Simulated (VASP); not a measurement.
# Mo (P6/mmm) in VASP: notebook

The runs below take Mo through single point, with r2SCAN.

Everything below comes from runs of VASP 6.6.1. Logs are shortened: lines on timing, memory, paths and dates and some standing lists are left out, and cuts for length are marked.

## 1. The cell of the first run

It takes space group P6/mmm (No. 191, hexagonal). The conventional cell has a = 2.680 Å, b = 2.680 Å, c = 2.503 Å, α = 90.00°, β = 90.00°, γ = 120.00°. Mo (site symmetry 6/mmm) has 8 Mo at 2.50 to 2.68 Å within 3.3 Å.

## 2. Single point, r2SCAN

POSCAR

```
Mo
1.0
    2.6796675963      0.0000000000      0.0000000000
   -1.3398337981      2.3206600629      0.0000000000
    0.0000000000      0.0000000000      2.5030198129
Mo
1
Direct
    0.0000000000      0.0000000000      0.5000000000
```

INCAR.step1

```
PREC = Accurate
ENCUT = 520
ISMEAR = -1
SIGMA = 0.1
LREAL = F
LASPH = T
NELM = 80
NBANDS = 13
GGA = PE
ALGO = Normal
EDIFF = 1E-4
LWAVE = T
LCHARG = F
```

INCAR.step2

```
PREC = Accurate
ENCUT = 520
EDIFF = 1E-6
ISMEAR = -1
SIGMA = 0.1
LREAL = F
LASPH = T
NELM = 80
ALGO = Normal
ISIF = 2
LWAVE = F
LCHARG = F
METAGGA = R2SCAN
LMIXTAU = T
NBANDS = 13
ISTART = 1
```

KPOINTS

```
Automatic mesh
0
Gamma
  12 12 11
```

Potentials or basis: VASP PAW PBE potentials, release 64 (Mo_sv).

Command:

```bash
cat potpaw_PBE.64/Mo_sv/POTCAR > POTCAR
cp INCAR.step1 INCAR
mpirun -np 1 vasp_std > vasp.out
cp INCAR.step2 INCAR
mpirun -np 1 vasp_std > vasp.out
```

OUTCAR:

```text
PREC = Accurate
   ENCUT = 520
   EDIFF = 1E-6
   ISMEAR = -1
   LREAL = F
   LASPH = T
   NELM = 80
   ISIF = 2
   METAGGA = R2SCAN
   ISTART = 1

 ion  position               nearest neighbor table
   1  0.000  0.000  0.500-

  LATTYP: Found a hexagonal cell.
 ALAT       =     2.6796675963
 C/A-ratio  =     0.9340784717

  Lattice vectors:

 A1 = (   2.6796675963,   0.0000000000,   0.0000000000)
 A2 = (  -1.3398337981,   2.3206600629,   0.0000000000)
 A3 = (   0.0000000000,   0.0000000000,   2.5030198129)

Analysis of symmetry for initial positions (statically):
=====================================================================
 Subroutine PRICEL returns:
 Original cell was already a primitive cell.

 Routine SETGRP: Setting up the symmetry group for a
 hexagonal supercell.

 Subroutine GETGRP returns: Found 24 space group operations
 (whereof 24 operations were pure point group operations)
 out of a pool of 24 trial point group operations.

The static configuration has the point symmetry D_6h.

Analysis of symmetry for dynamics (positions and initial velocities):
=====================================================================
 Subroutine PRICEL returns:
 Original cell was already a primitive cell.

 Routine SETGRP: Setting up the symmetry group for a
 hexagonal supercell.

 Subroutine GETGRP returns: Found 24 space group operations
 (whereof 24 operations were pure point group operations)
 out of a pool of 24 trial point group operations.

The dynamic configuration has the point symmetry D_6h.

 Subroutine INISYM returns: Found 24 space group operations
 (whereof 24 operations are pure point group operations),
 and found     1 'primitive' translations

----------------------------------------------------------------------------------------

                                     Primitive cell

  volume of cell :      15.5653

  direct lattice vectors                    reciprocal lattice vectors
     2.679667596  0.000000000  0.000000000     0.373180614  0.215455942  0.000000000
    -1.339833798  2.320660063  0.000000000     0.000000000  0.430911884  0.000000000
     0.000000000  0.000000000  2.503019813     0.000000000  0.000000000  0.399517413

  length of vectors
     2.679667596  2.679667467  2.503019813     0.430911863  0.430911884  0.399517413

  position of ions in fractional coordinates (direct lattice)
     0.000000000  0.000000000  0.500000000

  ion indices of the primitive-cell ions
   primitive index   ion index
                 1           1

----------------------------------------------------------------------------------------

 KPOINTS: Automatic mesh

Automatic generation of k-mesh.
 Grid dimensions read from file:
 generate k-points for:   12   12   11

 Generating k-lattice:

  Cartesian coordinates                     Fractional coordinates (reciprocal lattice)
     0.031098385  0.017954662  0.000000000     0.083333333  0.000000000  0.000000000
     0.000000000  0.035909324  0.000000000     0.000000000  0.083333333  0.000000000
     0.000000000  0.000000000  0.036319765     0.000000000  0.000000000  0.090909091

  Length of vectors
     0.035909322  0.035909324  0.036319765

  Shift w.r.t. Gamma in fractional coordinates (k-lattice)
     0.000000000  0.000000000  0.000000000

 Subroutine IBZKPT returns following result:
 ===========================================

 Found    114 irreducible k-points:

 Following reciprocal coordinates:
            Coordinates               Weight
  0.000000  0.000000  0.000000      1.000000
  0.083333  0.000000  0.000000      6.000000
  0.166667  0.000000  0.000000      6.000000
  0.250000  0.000000  0.000000      6.000000
  0.333333  0.000000  0.000000      6.000000
  0.416667  0.000000  0.000000      6.000000
[... 16 lines left out ...]
  0.250000  0.000000  0.090909     12.000000
  0.333333  0.000000  0.090909     12.000000
 [... further k-points ...]
   k-points           NKPTS =    114   k-points in BZ     NKDIM =    114   number of bands    NBANDS=     13
   number of dos      NEDOS =    301   number of ions     NIONS =      1
   total plane-waves  NPLWV =   8000
   dimension x,y,z NGX =    20 NGY =   20 NGZ =   20
   dimension x,y,z NGXF=    40 NGYF=   40 NGZF=   40
   ions per type =               1
   NGX,Y,Z   is equivalent  to a cutoff of  12.41, 12.41, 13.28 a.u.
   NGXF,Y,Z  is equivalent  to a cutoff of  24.82, 24.82, 26.57 a.u.
 SYSTEM =  unknown system
   PREC   = accura    normal or accurate (medium, high low for compatibility)
   ISTART =      1    job   : 0-new  1-cont  2-samecut
   ICHARG =      0    charge: 1-file 2-atom 10-const
   ISPIN  =      1    spin polarized calculation?
   LNONCOLLINEAR =      F non collinear calculations
   LSORBIT =      F    spin-orbit coupling
   LASPH  =      T    aspherical Exc in radial PAW
   ENCUT  =  520.0 eV  38.22 Ry    6.18 a.u.   4.98  4.98  4.65*2*pi/ulx,y,z
   NELM   =     80;   NELMIN=  2; NELMDL=  0     # of ELM steps
   EDIFF  = 0.1E-05   stopping-criterion for ELM
   LREAL  =      F    real-space projection
   EDIFFG = 0.1E-04   stopping-criterion for IOM
   NSW    =      0    number of steps for IOM
   IBRION =     -1    ionic relax: 0-MD 1-quasi-New 2-CG
   NFREE  =      0    steps in history (QN), initial steepest desc. (CG)
   ISIF   =      2    stress and relaxation
   ISYM   =      2    0-nonsym 1-usesym 2-fastsym
   POTIM  = 0.5000    time-step for ionic-motion
   TEBEG  =    0.0;   TEEND  =   0.0 temperature during run
   PSTRESS=    0.0 pullay stress
   NELECT =      14.0000    total number of electrons
   NUPDOWN=      -1.0000    fix difference up-down
   EMIN   =  10.00;   EMAX   =-10.00  energy-range for DOS
   EFERMI =   0.00;   METHOD = LEGACY
   ISMEAR =    -1;   SIGMA  =   0.10  broadening in eV -4-tet -1-fermi 0-gaus
   EFERMI_NEDOS =   21; number of points for ismear=-14 and -15
   IALGO  =     38    algorithm
   IMIX   =      4    mixing-type and parameters
     AMIX     =   0.40;   BMIX     =  1.00
     AMIX_MAG =   1.60;   BMIX_MAG =  1.00
  volume/ion in A,a.u.               =      15.57       105.04
  Fermi-wavevector in a.u.,A,eV,Ry     =   1.580272  2.986282 33.977293  2.497261
  Thomas-Fermi vector in A             =   2.680525
   LORBIT       =      0    0 simple, 1 ext, 2 COOP (PROOUT), +10 PAW based schemes
   METAGGA = R2SCAN    functional components
   LHFCALC =     F    Hartree Fock is set to
   AEXX    =    0.0000 exact exchange contribution
   IVDW    =     0    specifies the selected vdW correction
   LEPSILON=     F    determine dielectric tensor
   LRPA    =     F    only Hartree local field effects (RPA)
 non-spin polarized calculation
  energy-cutoff  :      520.00
  volume of cell :       15.57
 maximum number of plane-waves:       435
 NGX is ok and might be reduce to    20
   NGX =  9   NGY =  9   NGZ =  9

 number of electron      14.0000000 magnetization

 Free energy of the ion-electron system (eV)
  ---------------------------------------------------
  ext. energy  EPLUGINS =         0.00000000
  ---------------------------------------------------
  free energy    TOTEN  =       -25.10085252 eV

  energy without entropy =      -25.07129550  energy(sigma->0) =      -25.08607401

 E-fermi :  12.5951     XC(G=0): -14.5272

 val. band max:       12.5801883313   @ k =   0.1667   0.0000   0.0000
 cond. band min:      12.6056169665   @ k =   0.2500   0.1667   0.3636
 fundamental gap:      0.0254286352
 Fermi energy:        12.5951254991

 k-point     1 :       0.0000    0.0000    0.0000
  band No.  band energies     occupation
      1     -50.5069      2.00000
      2     -22.8319      2.00000
      3     -22.8319      2.00000
      4     -22.7764      2.00000
      5       5.1600      2.00000
      6       7.4745      2.00000
      7      11.4739      1.99997
      8      11.4739      1.99997
      9      17.2748      0.00000
     10      17.2748      0.00000
     11      26.0872      0.00000
     12      29.8370      0.00000
     13      35.0714      0.00000

 k-point     2 :       0.0833    0.0000    0.0000
  band No.  band energies     occupation
      1     -50.4863      2.00000
      2     -22.9607      2.00000
      3     -22.8602      2.00000
      4     -22.7632      2.00000
      5       5.4639      2.00000
      6       7.6095      2.00000
      7      11.1645      2.00000
      8      11.7571      1.99954
      9      16.9413      0.00000
     10      17.2205      0.00000
     11      26.7958      0.00000
     12      30.4422      0.00000
     13      33.4811      0.00000

 k-point     3 :       0.1667    0.0000    0.0000
  band No.  band energies     occupation
      1     -50.4296      2.00000
      2     -23.3046      2.00000
      3     -22.9367      2.00000
      4     -22.7270      2.00000
      5       6.2432      2.00000
      6       7.9770      2.00000
      7      10.5516      2.00000
      8      12.5802      1.07455
      9      16.1373      0.00000
     10      17.0749      0.00000
     11      28.3865      0.00000
     12      31.1730      0.00000
     13      32.0050      0.00000

 k-point     4 :       0.2500    0.0000    0.0000
  band No.  band energies     occupation
      1     -50.3512      2.00000
      2     -23.7576      2.00000
      3     -23.0397      2.00000
      4     -22.6771      2.00000
      5       7.0848      2.00000
      6       8.2541      2.00000
      7      10.5349      2.00000
      8      13.8564      0.00001
      9      15.2126      0.00000
     10      16.8824      0.00000
     11      27.7750      0.00000
     12      31.3372      0.00000
     13      31.4841      0.00000

 k-point     5 :       0.3333    0.0000    0.0000
  band No.  band energies     occupation
      1     -50.2717      2.00000
      2     -24.1937      2.00000
      3     -23.1410      2.00000
      4     -22.6268      2.00000
      5       7.3332      2.00000
      6       8.3980      2.00000
      7      11.6896      1.99977
      8      14.4189      0.00000
      9      15.4066      0.00000
     10      16.6966      0.00000
     11      25.8772      0.00000
     12      29.5686      0.00000
     13      32.0455      0.00000
[... 257 lines left out ...]
 k-point    22 :       0.1667    0.0000    0.0909
  band No.  band energies     occupation
      1     -50.4047      2.00000
      2     -23.2868      2.00000
      3     -22.9205      2.00000
      4     -22.9116      2.00000
      5       6.5197      2.00000
      6       8.3190      2.00000
      7      10.6281      2.00000
      8      12.6406      0.77635
      9      15.7305      0.00000
     10      16.6598      0.00000
     11      28.5217      0.00000
     12      30.2152      0.00000
     13      32.3708      0.00000

 k-point    23 :       0.2500    0.0000    0.0909
  band No.  band energies     occupation
      1     -50.3266      2.00000
      2     -23.7369      2.00000
      3     -23.0230      2.00000
      4     -22.8585      2.00000
      5       7.3294      2.00000
      6       8.5812      2.00000
      7      10.5750      2.00000
      8      13.9036      0.00000
      9      14.8847      0.00000
     10      16.4488      0.00000
     11      28.2287      0.00000
     12      30.9234      0.00000
     13      32.0453      0.00000

 k-point    24 :       0.3333    0.0000    0.0909
  band No.  band energies     occupation
      1     -50.2473      2.00000
      2     -24.1704      2.00000
      3     -23.1238      2.00000
      4     -22.8047      2.00000
      5       7.4705      2.00000
      6       8.8288      2.00000
      7      11.3674      1.99999
      8      14.5124      0.00000
      9      15.4062      0.00000
     10      16.2730      0.00000
     11      26.2703      0.00000
     12      30.2681      0.00000
     13      31.2260      0.00000

 [... further k-points ...]
[... 5 lines left out ...]
  --------------------------------------------------------------------------------------
  -------------------------------------------------------------------------------------
  Total        1.9365738      1.9365735      0.8752743      0.0000000      0.0000000      0.0000000
  in kB      199.3369871    199.3369615     90.0944414      0.0000000      0.0000000      0.0000000
  external PRESSURE =     162.9227967 kB  Pullay stress =       0.0000000 kB

 VOLUME and BASIS-vectors are now :
 -----------------------------------------------------------------------------
  energy-cutoff  :      520.00
  volume of cell :       15.57
      direct lattice vectors                 reciprocal lattice vectors
     2.679667596  0.000000000  0.000000000     0.373180614  0.215455942  0.000000000
    -1.339833798  2.320660063  0.000000000     0.000000000  0.430911884  0.000000000
     0.000000000  0.000000000  2.503019813     0.000000000  0.000000000  0.399517413

 POSITION                                       TOTAL-FORCE (eV/Angst)
 -----------------------------------------------------------------------------------
      0.00000      0.00000      1.25151         0.000000      0.000000      0.000000
 -----------------------------------------------------------------------------------
    total drift:                               -0.000000      0.000000     -0.000000

  FREE ENERGIE OF THE ION-ELECTRON SYSTEM (eV)
  ---------------------------------------------------
  free  energy   TOTEN  =       -25.1008525242 eV

  energy  without entropy=      -25.0712954990  energy(sigma->0) =      -25.08607401
```

Run time: 35 s. Hardware: 1 thread of Intel Xeon 6975P-C (Granite Rapids), shared host; peak memory 0.14 GiB.

What came out:

```yaml
Free_energy: -25.1009 eV
Pressure: 16.3 GPa
Band_gap_on_the_k_mesh: zero (band 7 reaches 13.69 eV, above the bottom of band 8 at 11.47 eV)
```

Caveat: the PAW data sets were made with another functional, which shifts forces and pressure a little.

## 3. Single point, r2SCAN

This run uses another cell than the first one, of 15.90 Å³/atom, 1.021 times its volume.

POSCAR

```
Mo
1.0
    2.6985391166      0.0000000000      0.0000000000
   -1.3492695583      2.3370032778      0.0000000000
    0.0000000000      0.0000000000      2.5206472937
Mo
1
Direct
    0.0000000000      0.0000000000      0.5000000000
```

INCAR.step1

```
SYSTEM = Mo
PREC = Accurate
ENCUT = 520
ISMEAR = -1
SIGMA = 0.1
LREAL = .FALSE.
LASPH = .TRUE.
NELM = 100
NBANDS = 13
GGA = PE
ALGO = Normal
EDIFF = 1E-4
LWAVE = .TRUE.
LCHARG = .FALSE.
```

INCAR.step2

```
SYSTEM = Mo
PREC = Accurate
ENCUT = 520
EDIFF = 1E-7
ISMEAR = -1
SIGMA = 0.1
LREAL = .FALSE.
LASPH = .TRUE.
NELM = 100
ALGO = Normal
ISIF = 2
LWAVE = .FALSE.
LCHARG = .TRUE.
METAGGA = R2SCAN
LMIXTAU = .TRUE.
LELF = .TRUE.
LVHAR = .TRUE.
NBANDS = 13
ISTART = 1
```

KPOINTS

```
regular mesh
0
G
  12 12 11
  0 0 0
```

Potentials or basis: VASP PAW PBE potentials, release 64 (Mo_sv).

Command:

```bash
cat potpaw_PBE.64/Mo_sv/POTCAR > POTCAR
cp INCAR.step1 INCAR
mpirun -np 1 vasp_std > vasp.out
cp INCAR.step2 INCAR
mpirun -np 1 vasp_std > vasp.out
```

It took 39 s on 1 thread of Intel Xeon 6975P-C (Granite Rapids), shared host; peak memory 0.14 GiB.

The run converged. Its results:

```yaml
Free_energy: -25.1286 eV
Pressure: 10.6 GPa
Band_gap_on_the_k_mesh: zero (band 7 reaches 13.29 eV, above the bottom of band 8 at 11.18 eV)
```

Stress tensor (GPa, compression positive):
```
13.87  0.00  0.00
 0.00 13.87  0.00
 0.00  0.00  4.12
```

Levels at points of the mesh, in eV from the Fermi level:
| k point | band 4 | band 5 | band 6 | band 7 | band 8 | band 9 | band 10 | band 11 |
| --- | --- | --- | --- | --- | --- | --- | --- | --- |
| (0.00, 0.00, 0.00) | -35.42 | -7.38 | -5.00 | -1.08 | -1.08 | 4.55 | 4.55 | 13.49 |
| (0.50, 0.00, 0.00) | -35.24 | -5.53 | -3.58 | 1.03 | 1.11 | 3.82 | 4.78 | 11.13 |

Caveat: the PAW data sets were made with another functional, which shifts forces and pressure a little.
